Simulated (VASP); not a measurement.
# Sn (I4_1/amd) in VASP: notebook

The runs below take Sn through single point, with PBEsol.

Program: VASP 6.6.1. These are calculated values, not measurements. Logs are shortened: lines on timing, memory, paths and dates and some standing lists are left out, and cuts for length are marked.

## (1) The cell of the first run

It takes space group I4_1/amd (No. 141, tetragonal). The conventional cell has a = 5.841 Å, b = 5.841 Å, c = 3.177 Å, α = 90.00°, β = 90.00°, γ = 90.00°. Sn (site symmetry -4m2) has 10 Sn at 3.03 to 3.77 Å within 4.0 Å.

## (2) Single point, PBEsol (volume scaled by 0.98)

File INCAR:

```
PREC     = Accurate       # precision mode
ENCUT    = 520            # plane-wave cutoff, eV
EDIFF    = 1E-6           # SCF threshold, eV
ISMEAR   = -1             # smearing method
SIGMA    = 0.05           # smearing width, eV
LREAL    = F              # projectors in reciprocal space
LASPH    = T              # aspherical terms in the spheres
NELM     = 100            # most SCF steps
ALGO     = Fast           # electronic algorithm
ISIF     = 2              # what is computed and relaxed
LWAVE    = F              # write WAVECAR
LCHARG   = F              # write CHGCAR
GGA      = PS             # functional
NBANDS   = 21             # bands
```

File KPOINTS:

```
Automatic mesh
0
Gamma
  9 9 9
```

File POSCAR:

```
Sn
1.0
   -2.9204073745      2.9204073745      1.5885680951
    2.9204073745     -2.9204073745      1.5885680951
    2.9204073745      2.9204073745     -1.5885680951
Sn
2
Direct
    0.0000000000      0.0000000000      0.0000000000
    0.7500000000      0.2500000000      0.5000000000
```

Potentials or basis: VASP PAW PBE potentials, release 64 (Sn_d).

On the command line:

```
$ cat potpaw_PBE.64/Sn_d/POTCAR > POTCAR
$ mpirun -np 1 vasp_std > vasp.out
```

OUTCAR:

```text
PREC = Accurate
   ENCUT = 520
   EDIFF = 1E-6
   ISMEAR = -1
   LREAL = F
   LASPH = T
   NELM = 100
   ISIF = 2
   GGA = PS

 ion  position               nearest neighbor table
   1  0.000  0.000  0.000-   2 3.03   2 3.03   2 3.03   2 3.03
   2  0.750  0.250  0.500-   1 3.03   1 3.03   1 3.03   1 3.03

  LATTYP: Found a body centered tetragonal cell.
 ALAT       =     5.8408147490
 C/A-ratio  =     0.5439542815

  Lattice vectors:

 A1 = (  -2.9204073745,   2.9204073745,   1.5885680951)
 A2 = (   2.9204073745,  -2.9204073745,   1.5885680951)
 A3 = (   2.9204073745,   2.9204073745,  -1.5885680951)

Analysis of symmetry for initial positions (statically):
=====================================================================
 Subroutine PRICEL returns:
 Original cell was already a primitive cell.

 Routine SETGRP: Setting up the symmetry group for a
 body centered tetragonal supercell.

 Subroutine GETGRP returns: Found 16 space group operations
 (whereof  8 operations were pure point group operations)
 out of a pool of 16 trial point group operations.

The static configuration has the point symmetry D_2d.
 The point group associated with its full space group is D_4h.

Analysis of symmetry for dynamics (positions and initial velocities):
=====================================================================
 Subroutine PRICEL returns:
 Original cell was already a primitive cell.

 Routine SETGRP: Setting up the symmetry group for a
 body centered tetragonal supercell.

 Subroutine GETGRP returns: Found 16 space group operations
 (whereof  8 operations were pure point group operations)
 out of a pool of 16 trial point group operations.

The dynamic configuration has the point symmetry D_2d.
 The point group associated with its full space group is D_4h.

 Subroutine INISYM returns: Found 16 space group operations
 (whereof  8 operations are pure point group operations),
 and found     1 'primitive' translations

----------------------------------------------------------------------------------------

                                     Primitive cell

  volume of cell :      54.1942

  direct lattice vectors                    reciprocal lattice vectors
    -2.920407374  2.920407374  1.588568095     0.000000000  0.171208991  0.314748862
     2.920407374 -2.920407374  1.588568095     0.171208991  0.000000000  0.314748862
     2.920407374  2.920407374 -1.588568095     0.171208991  0.171208991  0.000000000

  length of vectors
     4.425054470  4.425054470  4.425054470     0.358300662  0.358300662  0.242126077

  position of ions in fractional coordinates (direct lattice)
     0.000000000  0.000000000  0.000000000
     0.750000000  0.250000000  0.500000000

  ion indices of the primitive-cell ions
   primitive index   ion index
                 1           1
                 2           2

----------------------------------------------------------------------------------------

 KPOINTS: Automatic mesh

Automatic generation of k-mesh.
 Grid dimensions read from file:
 generate k-points for:    9    9    9

 Generating k-lattice:

  Cartesian coordinates                     Fractional coordinates (reciprocal lattice)
     0.000000000  0.019023221  0.034972096     0.111111111  0.000000000 -0.000000000
     0.019023221  0.000000000  0.034972096     0.000000000  0.111111111 -0.000000000
     0.019023221  0.019023221  0.000000000     0.000000000  0.000000000  0.111111111

  Length of vectors
     0.039811185  0.039811185  0.026902897

  Shift w.r.t. Gamma in fractional coordinates (k-lattice)
     0.000000000  0.000000000  0.000000000

 Subroutine IBZKPT returns following result:
 ===========================================

 Found     75 irreducible k-points:

 Following reciprocal coordinates:
            Coordinates               Weight
  0.000000  0.000000  0.000000      1.000000
  0.111111  0.000000  0.000000      8.000000
  0.222222  0.000000  0.000000      8.000000
  0.333333  0.000000  0.000000      8.000000
  0.444444  0.000000  0.000000      8.000000
  0.111111  0.111111  0.000000      8.000000
[... 16 lines left out ...]
 -0.333333  0.333333  0.000000      4.000000
  0.444444  0.444444 -0.000000      8.000000
 [... further k-points ...]
   k-points           NKPTS =     75   k-points in BZ     NKDIM =     75   number of bands    NBANDS=     21
   number of dos      NEDOS =    301   number of ions     NIONS =      2
   total plane-waves  NPLWV =  46656
   dimension x,y,z NGX =    36 NGY =   36 NGZ =   36
   dimension x,y,z NGXF=    72 NGYF=   72 NGZF=   72
   ions per type =               2
   NGX,Y,Z   is equivalent  to a cutoff of  13.52, 13.52, 13.52 a.u.
   NGXF,Y,Z  is equivalent  to a cutoff of  27.05, 27.05, 27.05 a.u.
 SYSTEM =  unknown system
   PREC   = accura    normal or accurate (medium, high low for compatibility)
   ISTART =      0    job   : 0-new  1-cont  2-samecut
   ICHARG =      2    charge: 1-file 2-atom 10-const
   ISPIN  =      1    spin polarized calculation?
   LNONCOLLINEAR =      F non collinear calculations
   LSORBIT =      F    spin-orbit coupling
   LASPH  =      T    aspherical Exc in radial PAW
   ENCUT  =  520.0 eV  38.22 Ry    6.18 a.u.   8.23  8.23  8.23*2*pi/ulx,y,z
   NELM   =    100;   NELMIN=  2; NELMDL= -5     # of ELM steps
   EDIFF  = 0.1E-05   stopping-criterion for ELM
   LREAL  =      F    real-space projection
[... 7 lines left out ...]
   TEBEG  =    0.0;   TEEND  =   0.0 temperature during run
   PSTRESS=    0.0 pullay stress
   NELECT =      28.0000    total number of electrons
   NUPDOWN=      -1.0000    fix difference up-down
   EMIN   =  10.00;   EMAX   =-10.00  energy-range for DOS
   EFERMI =   0.00;   METHOD = LEGACY
   ISMEAR =    -1;   SIGMA  =   0.05  broadening in eV -4-tet -1-fermi 0-gaus
   EFERMI_NEDOS =   21; number of points for ismear=-14 and -15
   IALGO  =     68    algorithm
   IMIX   =      4    mixing-type and parameters
     AMIX     =   0.40;   BMIX     =  1.00
     AMIX_MAG =   1.60;   BMIX_MAG =  1.00
  volume/ion in A,a.u.               =      27.10       182.86
  Fermi-wavevector in a.u.,A,eV,Ry     =   1.313641  2.482421 23.478921  1.725652
  Thomas-Fermi vector in A             =   2.443949
   LORBIT       =      0    0 simple, 1 ext, 2 COOP (PROOUT), +10 PAW based schemes
   GGA     = PS    functional components
   LHFCALC =     F    Hartree Fock is set to
   AEXX    =    0.0000 exact exchange contribution
   IVDW    =     0    specifies the selected vdW correction
   LEPSILON=     F    determine dielectric tensor
   LRPA    =     F    only Hartree local field effects (RPA)
 non-spin polarized calculation
 RMM-DIIS sequential band-by-band and
  energy-cutoff  :      520.00
  volume of cell :       54.19
 maximum number of plane-waves:      1478
 NGX is ok and might be reduce to    36
   NGX = 17   NGY = 17   NGZ = 17

 number of electron      28.0000000 magnetization

 Free energy of the ion-electron system (eV)
  ---------------------------------------------------
  ext. energy  EPLUGINS =         0.00000000
  ---------------------------------------------------
  free energy    TOTEN  =        -8.51568493 eV

  energy without entropy =       -8.50818508  energy(sigma->0) =       -8.51193500

 E-fermi :   7.8376     XC(G=0): -10.4586

 val. band max:        7.8159344095   @ k =  -0.2222   0.4444   0.2222
 cond. band min:       7.8565107078   @ k =  -0.2222  -0.2222   0.1111
 fundamental gap:      0.0405762983
 Fermi energy:         7.8376259232

 k-point     1 :       0.0000    0.0000    0.0000
  band No.  band energies     occupation
      1     -13.7193      2.00000
      2     -13.6355      2.00000
      3     -13.5919      2.00000
      4     -13.5805      2.00000
      5     -13.4268      2.00000
      6     -13.4268      2.00000
[... 13 lines left out ...]
     20      17.6943      0.00000
     21      18.3617      0.00000

 k-point     2 :       0.1111    0.0000    0.0000
  band No.  band energies     occupation
      1     -13.7114      2.00000
      2     -13.6109      2.00000
      3     -13.5829      2.00000
      4     -13.5521      2.00000
      5     -13.4437      2.00000
      6     -13.4397      2.00000
[... 13 lines left out ...]
     20      16.7592      0.00000
     21      16.8349      0.00000

 k-point     3 :       0.2222    0.0000    0.0000
  band No.  band energies     occupation
      1     -13.6894      2.00000
      2     -13.5603      2.00000
      3     -13.5580      2.00000
      4     -13.5076      2.00000
      5     -13.4764      2.00000
      6     -13.4385      2.00000
[... 13 lines left out ...]
     20      15.2857      0.00000
     21      16.3045      0.00000

 k-point     4 :       0.3333    0.0000    0.0000
  band No.  band energies     occupation
      1     -13.6642      2.00000
      2     -13.5438      2.00000
      3     -13.5336      2.00000
      4     -13.5220      2.00000
      5     -13.4970      2.00000
      6     -13.4595      2.00000
[... 13 lines left out ...]
     20      14.4744      0.00000
     21      17.2918      0.00000

 k-point     5 :       0.4444    0.0000    0.0000
  band No.  band energies     occupation
      1     -13.6462      2.00000
      2     -13.5645      2.00000
      3     -13.5529      2.00000
      4     -13.5164      2.00000
      5     -13.4851      2.00000
      6     -13.4754      2.00000
[... 13 lines left out ...]
     20      16.6152      0.00000
     21      18.1057      0.00000
[... 382 lines left out ...]
     20      18.0596      0.00000
     21      18.7561      0.00000

 k-point    22 :      -0.4444    0.3333    0.0000
  band No.  band energies     occupation
      1     -13.6240      2.00000
      2     -13.6053      2.00000
      3     -13.6046      2.00000
      4     -13.5056      2.00000
      5     -13.4967      2.00000
      6     -13.4212      2.00000
[... 13 lines left out ...]
     20      18.7983      0.00000
     21      19.7804      0.00000

 k-point    23 :      -0.3333    0.3333    0.0000
  band No.  band energies     occupation
      1     -13.6435      2.00000
      2     -13.6332      2.00000
      3     -13.6194      2.00000
      4     -13.5214      2.00000
      5     -13.4779      2.00000
      6     -13.4097      2.00000
[... 13 lines left out ...]
     20      17.5943      0.00000
     21      17.6804      0.00000

 k-point    24 :       0.4444    0.4444   -0.0000
  band No.  band energies     occupation
      1     -13.6172      2.00000
      2     -13.6166      2.00000
      3     -13.5553      2.00000
      4     -13.5534      2.00000
      5     -13.4580      2.00000
      6     -13.4509      2.00000
[... 13 lines left out ...]
     20      18.6319      0.00000
     21      19.1142      0.00000

 [... further k-points ...]
[... 5 lines left out ...]
  --------------------------------------------------------------------------------------
  -------------------------------------------------------------------------------------
  Total       -0.0924915     -0.0924915     -0.2579221      0.0000000      0.0000000      0.0000000
  in kB       -2.7343848     -2.7343848     -7.6251169      0.0000000      0.0000000      0.0000000
  external PRESSURE =      -4.3646288 kB  Pullay stress =       0.0000000 kB

 VOLUME and BASIS-vectors are now :
 -----------------------------------------------------------------------------
  energy-cutoff  :      520.00
  volume of cell :       54.19
      direct lattice vectors                 reciprocal lattice vectors
    -2.920407374  2.920407374  1.588568095     0.000000000  0.171208991  0.314748862
     2.920407374 -2.920407374  1.588568095     0.171208991  0.000000000  0.314748862
     2.920407374  2.920407374 -1.588568095     0.171208991  0.171208991  0.000000000

 POSITION                                       TOTAL-FORCE (eV/Angst)
 -----------------------------------------------------------------------------------
      0.00000      0.00000      0.00000         0.000000     -0.000000      0.000000
      0.00000      2.92041      0.79428        -0.000000      0.000000     -0.000000
 -----------------------------------------------------------------------------------
    total drift:                               -0.000000      0.000000     -0.000000

  FREE ENERGIE OF THE ION-ELECTRON SYSTEM (eV)
  ---------------------------------------------------
  free  energy   TOTEN  =        -8.5156849266 eV

  energy  without entropy=       -8.5081850806  energy(sigma->0) =       -8.51193500
```

It took 69 s on 1 thread of Intel Xeon Platinum 8488C (Sapphire Rapids), shared host; peak memory 0.22 GiB.

Results:

* Free energy: -8.5157 eV
* Pressure: -0.4 GPa
* Band gap on the k mesh: zero (band 14 reaches 9.07 eV, above the bottom of band 15 at 5.01 eV)

Stress tensor (GPa, compression positive):
```
-0.27  0.00  0.00
 0.00 -0.27  0.00
 0.00  0.00 -0.76
```

Caveat: the PAW data sets were made with another functional, which shifts forces and pressure a little; spin-orbit coupling is left out, which moves the levels of the heavy elements.

## (3) Single point, PBEsol (volume scaled by 1.04)

File INCAR:

```
SYSTEM = Sn
ALGO = Fast
EDIFF = 1E-7
ENCUT = 520
GGA = PS
ISIF = 2
ISMEAR = -1
LASPH = .True.
LCHARG = .False.
LREAL = .False.
LWAVE = .False.
NBANDS = 21
NELM = 100
PREC = Accurate
SIGMA = 0.05
```

File KPOINTS:

```
k-points
0
Gamma
  9 9 9
  0 0 0
```

File POSCAR:

```
Sn
1.0
   -2.9788309508      2.9788309508      1.6203478496
    2.9788309508     -2.9788309508      1.6203478496
    2.9788309508      2.9788309508     -1.6203478496
Sn
2
Direct
    0.0000000000      0.0000000000      0.0000000000
    0.7500000000      0.2500000000      0.5000000000
```

Potentials or basis: VASP PAW PBE potentials, release 64 (Sn_d).

On the command line:

```
$ cat potpaw_PBE.64/Sn_d/POTCAR > POTCAR
$ mpirun -np 1 vasp_std > vasp.out
```

Run time: 86 s. Hardware: 1 thread of Intel Xeon Platinum 8488C (Sapphire Rapids), shared host; peak memory 0.24 GiB.

It converged, with:

```
Free energy            : -8.4770 eV
Pressure               : -3.3 GPa
Band gap on the k mesh : zero (band 14 reaches 8.31 eV, above the bottom of band 15 at 4.52 eV)
```

Stress tensor (GPa, compression positive):
```
-3.17  0.00  0.00
 0.00 -3.17  0.00
 0.00  0.00 -3.43
```

Levels at points of the mesh, in eV from the Fermi level:
| k point | band 11 | band 12 | band 13 | band 14 | band 15 | band 16 | band 17 | band 18 |
| --- | --- | --- | --- | --- | --- | --- | --- | --- |
| (0.00, 0.00, 0.00) | -10.73 | -3.84 | -1.83 | -1.83 | 3.03 | 5.91 | 5.91 | 6.47 |

Caveat: the PAW data sets were made with another functional, which shifts forces and pressure a little; spin-orbit coupling is left out, which moves the levels of the heavy elements.
